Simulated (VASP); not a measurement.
# SiC (R3m) in VASP: G0W0 quasiparticle levels with PBEsol

Aim: the G0W0 quasiparticle levels of SiC with PBEsol.

Program: VASP 6.6.1. These are calculated values, not measurements. Logs are shortened: lines on timing, memory, paths and dates and some standing lists are left out, and cuts for length are marked.

### 1 The cell of the first run

Symmetry: R3m, No. 160, trigonal system. Conventional cell: a = 3.075 Å, b = 3.075 Å, c = 7.697 Å, α = 90.00°, β = 90.00°, γ = 120.00°. Within 2.5 Å of Si (site symmetry 3m) lie 4 C at 1.89 to 1.91 Å. Within 2.5 Å of C (site symmetry 3m) lie 4 Si at 1.89 to 1.91 Å.

### 2 G0W0 quasiparticle levels, PBEsol

Input file POSCAR:

```
SiC
1.0
    0.0316698243      2.2061638630      2.2061638630
    2.2061638630      0.0316698243      2.2061638630
    2.2061638630      2.2061638630      0.0316698243
Si C
1 1
Direct
    0.0006271979      0.0006271979      0.0006271979
    0.2493728021      0.2493728021      0.2493728021
```

Input file INCAR.step1:

```
ALGO     = Normal         # electronic algorithm
EDIFF    = 1E-8           # SCF threshold, eV
ENCUT    = 500            # plane-wave cutoff, eV
GGA      = PS             # functional
ISMEAR   = 0              # smearing method
LASPH    = T              # aspherical terms in the spheres
LCHARG   = F              # write CHGCAR
LREAL    = F              # projectors in reciprocal space
LWAVE    = T              # write WAVECAR
NELM     = 100            # most SCF steps
PREC     = Accurate       # precision mode
SIGMA    = 0.01           # smearing width, eV
```

Input file INCAR.step2:

```
ALGO     = Exact          # electronic algorithm
EDIFF    = 1E-8           # SCF threshold, eV
ENCUT    = 500            # plane-wave cutoff, eV
GGA      = PS             # functional
ISMEAR   = 0              # smearing method
ISTART   = 1            
LASPH    = T              # aspherical terms in the spheres
LCHARG   = F              # write CHGCAR
LOPTICS  = T              # frequency-dependent dielectric function
LREAL    = F              # projectors in reciprocal space
LWAVE    = T              # write WAVECAR
NBANDS   = 119            # bands
NELM     = 1              # most SCF steps
PREC     = Accurate       # precision mode
SIGMA    = 0.01           # smearing width, eV
```

Input file INCAR.step3:

```
ALGO     = EVGW0          # electronic algorithm
EDIFF    = 1E-8           # SCF threshold, eV
ENCUT    = 500            # plane-wave cutoff, eV
ENCUTGW  = 180.0          # cutoff of the response function
GGA      = PS             # functional
ISMEAR   = 0              # smearing method
ISTART   = 1            
LASPH    = T              # aspherical terms in the spheres
LCHARG   = F              # write CHGCAR
LREAL    = F              # projectors in reciprocal space
LWAVE    = F              # write WAVECAR
NBANDS   = 119            # bands
NBANDSGW = 12           
NELMGW   = 1            
NOMEGA   = 96             # frequency points
OMEGAMAX = 20           
PREC     = Accurate       # precision mode
PRECFOCK = Fast         
SIGMA    = 0.01           # smearing width, eV
```

Input file KPOINTS:

```
k-points
0
Gamma
  6 6 6
```

Potentials or basis: VASP PAW PBE potentials, release 64 (Si_GW, C_GW).

The run is started by

```bash
$ cat potpaw_PBE.64/Si_GW/POTCAR potpaw_PBE.64/C_GW/POTCAR > POTCAR
$ cp INCAR.step1 INCAR
$ mpirun -np 1 vasp_std > vasp.out
$ cp INCAR.step2 INCAR
$ mpirun -np 1 vasp_std > vasp.out
$ cp INCAR.step3 INCAR
$ mpirun -np 1 vasp_std > vasp.out
```

OUTCAR:

```text
EDIFF = 1E-8
   ENCUT = 500
   ENCUTGW = 180.0
   GGA = PS
   ISMEAR = 0
   ISTART = 1
   LASPH = T
   LREAL = F
   NELMGW = 1
   PREC = Accurate
   PRECFOCK = Fast

 ion  position               nearest neighbor table
   1  0.001  0.001  0.001-   2 1.89   2 1.89   2 1.89   2 1.91
   2  0.249  0.249  0.249-   1 1.89   1 1.89   1 1.89   1 1.91

  LATTYP: Found a trigonal (rhomboedric) cell.
 ALAT       =     3.1201475860
 COS(alpha) =     0.5143021638

  Lattice vectors:

 A1 = (   0.0316698243,   2.2061638630,   2.2061638630)
 A2 = (   2.2061638630,   0.0316698243,   2.2061638630)
 A3 = (   2.2061638630,   2.2061638630,   0.0316698243)

Analysis of symmetry for initial positions (statically):
=====================================================================
 Subroutine PRICEL returns:
 Original cell was already a primitive cell.

 Routine SETGRP: Setting up the symmetry group for a
 trigonal (rhombohedral) supercell.

 Subroutine GETGRP returns: Found  6 space group operations
 (whereof  6 operations were pure point group operations)
 out of a pool of 12 trial point group operations.

The static configuration has the point symmetry C_3v.

Analysis of symmetry for dynamics (positions and initial velocities):
=====================================================================
 Subroutine PRICEL returns:
 Original cell was already a primitive cell.

 Routine SETGRP: Setting up the symmetry group for a
 trigonal (rhombohedral) supercell.

 Subroutine GETGRP returns: Found  6 space group operations
 (whereof  6 operations were pure point group operations)
 out of a pool of 12 trial point group operations.

The dynamic configuration has the point symmetry C_3v.

 Subroutine INISYM returns: Found  6 space group operations
 (whereof  6 operations are pure point group operations),
 and found     1 'primitive' translations

----------------------------------------------------------------------------------------

                                     Primitive cell

  volume of cell :      21.0131

  direct lattice vectors                    reciprocal lattice vectors
     0.031669824  2.206163863  2.206163863    -0.231577187  0.228299907  0.228299907
     2.206163863  0.031669824  2.206163863     0.228299907 -0.231577187  0.228299907
     2.206163863  2.206163863  0.031669824     0.228299907  0.228299907 -0.231577187

  length of vectors
     3.120147586  3.120147586  3.120147586     0.397328188  0.397328188  0.397328188

  position of ions in fractional coordinates (direct lattice)
     0.000627198  0.000627198  0.000627198
     0.249372802  0.249372802  0.249372802

  ion indices of the primitive-cell ions
   primitive index   ion index
                 1           1
                 2           2

----------------------------------------------------------------------------------------

 KPOINTS: k-points

Automatic generation of k-mesh.
 Grid dimensions read from file:
 generate k-points for:    6    6    6

 Generating k-lattice:

  Cartesian coordinates                     Fractional coordinates (reciprocal lattice)
    -0.038596198  0.038049984  0.038049984     0.166666667  0.000000000  0.000000000
     0.038049984 -0.038596198  0.038049984     0.000000000  0.166666667  0.000000000
     0.038049984  0.038049984 -0.038596198     0.000000000  0.000000000  0.166666667

  Length of vectors
     0.066221365  0.066221365  0.066221365

  Shift w.r.t. Gamma in fractional coordinates (k-lattice)
     0.000000000  0.000000000  0.000000000

 Subroutine IBZKPT returns following result:
 ===========================================

 Found     32 irreducible k-points:

 Following reciprocal coordinates:
            Coordinates               Weight
  0.000000  0.000000  0.000000      1.000000
  0.166667  0.000000  0.000000      6.000000
  0.333333  0.000000  0.000000      6.000000
  0.500000  0.000000  0.000000      3.000000
  0.166667  0.166667  0.000000      6.000000
  0.333333  0.166667 -0.000000     12.000000
[... 16 lines left out ...]
  0.500000  0.500000  0.166667      6.000000
 -0.333333  0.500000  0.166667     12.000000
 [... further k-points ...]
   k-points           NKPTS =     32   k-points in BZ     NKDIM =    216   number of bands    NBANDS=    119
   number of dos      NEDOS =    301   number of ions     NIONS =      2
   total plane-waves  NPLWV =  13824
   dimension x,y,z NGX =    24 NGY =   24 NGZ =   24
   dimension x,y,z NGXF=    48 NGYF=   48 NGZF=   48
   ions per type =               1   1
   NGX,Y,Z   is equivalent  to a cutoff of  12.79, 12.79, 12.79 a.u.
   NGXF,Y,Z  is equivalent  to a cutoff of  25.58, 25.58, 25.58 a.u.
 SYSTEM =  unknown system
   PREC   = accura    normal or accurate (medium, high low for compatibility)
   ISTART =      1    job   : 0-new  1-cont  2-samecut
   ICHARG =      0    charge: 1-file 2-atom 10-const
   ISPIN  =      1    spin polarized calculation?
   LNONCOLLINEAR =      F non collinear calculations
   LSORBIT =      F    spin-orbit coupling
   LASPH  =      T    aspherical Exc in radial PAW
   ENCUT  =  500.0 eV  36.75 Ry    6.06 a.u.   5.69  5.69  5.69*2*pi/ulx,y,z
   NELM   =     60;   NELMIN=  2; NELMDL=  0     # of ELM steps
   EDIFF  = 0.1E-07   stopping-criterion for ELM
   LREAL  =      F    real-space projection
   EDIFFG = 0.1E-06   stopping-criterion for IOM
   NSW    =      0    number of steps for IOM
   IBRION =     -1    ionic relax: 0-MD 1-quasi-New 2-CG
   NFREE  =      0    steps in history (QN), initial steepest desc. (CG)
   ISIF   =      0    stress and relaxation
   ISYM   =      3    0-nonsym 1-usesym 2-fastsym
   POTIM  = 0.5000    time-step for ionic-motion
   TEBEG  =    0.0;   TEEND  =   0.0 temperature during run
   PSTRESS=    0.0 pullay stress
   NELECT =       8.0000    total number of electrons
   NUPDOWN=      -1.0000    fix difference up-down
   EMIN   =  10.00;   EMAX   =-10.00  energy-range for DOS
   EFERMI =   0.00;   METHOD = LEGACY
   ISMEAR =     0;   SIGMA  =   0.01  broadening in eV -4-tet -1-fermi 0-gaus
   EFERMI_NEDOS =   21; number of points for ismear=-14 and -15
   IALGO  =     38    algorithm
   IMIX   =      4    mixing-type and parameters
     AMIX     =   0.40;   BMIX     =  1.00
     AMIX_MAG =   1.60;   BMIX_MAG =  1.00
  volume/ion in A,a.u.               =      10.51        70.90
  Fermi-wavevector in a.u.,A,eV,Ry     =   1.186519  2.242196 19.154658  1.407828
  Thomas-Fermi vector in A             =   2.322690
   LORBIT       =      0    0 simple, 1 ext, 2 COOP (PROOUT), +10 PAW based schemes
   GGA     = PS    functional components
   LHFCALC =     T    Hartree Fock is set to
   PRECFOCK=fast      Normal, Fast or Accurate (Low or Medium for compatibility)
   ENCUT4O =  -1.0   cutoff for four orbital integrals eV
   NKREDX  =     1    reduce k-point grid by
   NKREDY  =     1    reduce k-point grid by
   NKREDZ  =     1    reduce k-point grid by
   AEXX    =    1.0000 exact exchange contribution
   HFSCREEN=    0.0000 screening length (either q_TF or 0.3 A-1)
   HFSCREENC=   0.0000 screening length for correlation (either q_TF or 0.3 A-1)
   ENCUTFOCK=  -1.0 apply spherical cutoff to Coloumb kernel
   IVDW    =     0    specifies the selected vdW correction
   LEPSILON=     F    determine dielectric tensor
   LRPA    =     F    only Hartree local field effects (RPA)
   LRPAFORCE           =     F    calculate RPA forces
   ENCUTGW             = 180.0    cutoff for response function in eV
   ENCUTGWSOFT         = 144.0    soft cutoff for Coulomb kernel in GW response function in eV
   ENCUTLF             =  -1.0    cutoff for local field effects
   NELMGW              =     1    number of iterations in solving QP/BSE equation
   NELMHF              =     1    number of iterations in the inner HF iteration
   NKREDLFX            =     1    NKREDLFY  =   1   NKREDLFZ  =   1
 non-spin polarized calculation
 Gauss-broadening in eV      SIGMA  =   0.01
  energy-cutoff  :      500.00
  volume of cell :       21.01
 maximum number of plane-waves:       548
  NGX = 14; NGY = 14; NGZ = 14
   NGX = 11   NGY = 11   NGZ = 11
 maximum number of plane-waves:       122
 NGX is ok and might be reduce to    14

 QP shifts <psi_nk| G(iteration)W_0 |psi_nk>: iteration 1
 for sc-GW calculations column KS-energies equals QP-energies in previous step
 and V_xc(KS)=  KS-energies - (<T + V_ion + V_H > + <T+V_H+V_ion>^1  + <V_x>^1)

 k-point   1 :       0.0000    0.0000    0.0000
  band No.  KS-energies  QP-energies   sigma(KS)   V_xc(KS)     V^pw_x(r,r')   Z            occupation Imag(sigma)

      1      -7.7548      -8.7763     -14.1229     -12.6934     -21.5674       0.7146       2.0000       1.2980
      2       7.4141       6.7353     -15.4906     -14.6262     -17.1934       0.7853       2.0000       0.0232
      3       7.6219       6.9455     -15.6002     -14.7399     -17.3425       0.7861       2.0000       0.0233
      4       7.6219       6.9455     -15.6002     -14.7399     -17.3425       0.7861       2.0000       0.0233
      5      13.4067      13.8511     -12.3714     -12.9416      -7.2349       0.7793       0.0000      -0.0707
      6      14.5410      15.0897     -11.1259     -11.8203      -5.9885       0.7901       0.0000      -0.0704
      7      14.8411      15.4105     -10.8940     -11.6149      -5.7151       0.7897       0.0000      -0.0730
      8      14.8411      15.4105     -10.8940     -11.6149      -5.7151       0.7897       0.0000      -0.0730
      9      21.8964      22.5132     -10.6822     -11.4715      -4.4750       0.7815       0.0000      -0.2501
     10      21.8964      22.5132     -10.6822     -11.4715      -4.4750       0.7815       0.0000      -0.2501
     11      23.5574      23.9255      -9.5443     -10.0222      -2.9211       0.7703       0.0000      -0.3757
     12      24.4644      24.7979     -10.0329     -10.4658      -2.9745       0.7705       0.0000      -0.6187

 k-point   2 :       0.1667    0.0000    0.0000
  band No.  KS-energies  QP-energies   sigma(KS)   V_xc(KS)     V^pw_x(r,r')   Z            occupation Imag(sigma)
[... 353 lines left out ...]
      1      -2.5907      -3.5622     -15.6573     -14.3144     -21.7817       0.7234       2.0000       0.5883
      2       0.2699      -0.6115     -13.8391     -12.6362     -17.9465       0.7327       2.0000       0.2211
      3       3.0186       2.1682     -13.8853     -12.7592     -16.8005       0.7551       2.0000       0.0688
      4       3.1980       2.3709     -13.6530     -12.5639     -16.4025       0.7594       2.0000       0.0627
      5      11.4199      11.8137     -11.3031     -11.7967      -6.8881       0.7978       0.0000      -0.0552
      6      14.4665      15.0248     -11.0868     -11.7883      -6.0770       0.7958       0.0000      -0.0676
      7      18.1343      18.6827     -11.3507     -12.0729      -4.9362       0.7594       0.0000      -0.1934
      8      19.5521      20.2271     -12.1138     -13.0023      -5.6887       0.7597       0.0000      -0.2030
      9      21.4539      22.0706     -12.1262     -12.9676      -4.6025       0.7329       0.0000      -0.3885
     10      25.0011      25.5290     -11.2050     -11.9018      -3.7671       0.7576       0.0000      -0.5831
     11      28.3186      29.0546     -12.2072     -13.1871      -4.4449       0.7511       0.0000      -0.7839
     12      31.3331      31.7929     -11.9218     -12.5291      -3.9642       0.7571       0.0000      -1.1553

 [... further k-points ...]
```

Run time: 8.6 min. Hardware: 1 thread of Intel Xeon Platinum 8488C (Sapphire Rapids), shared host; peak memory 0.56 GiB.

Results:

* Quasiparticle gap: 2.14 eV
* Least direct quasiparticle gap: 5.43 eV
* Band gap of the starting levels on the mesh: 1.17 eV
* Least direct gap of the starting levels on the mesh: 4.29 eV

Caveat: the k points lie up to 0.42 Å⁻¹ apart; bands, screening cutoff and mesh are small and nothing is extrapolated, so the quasiparticle values aren't converged.
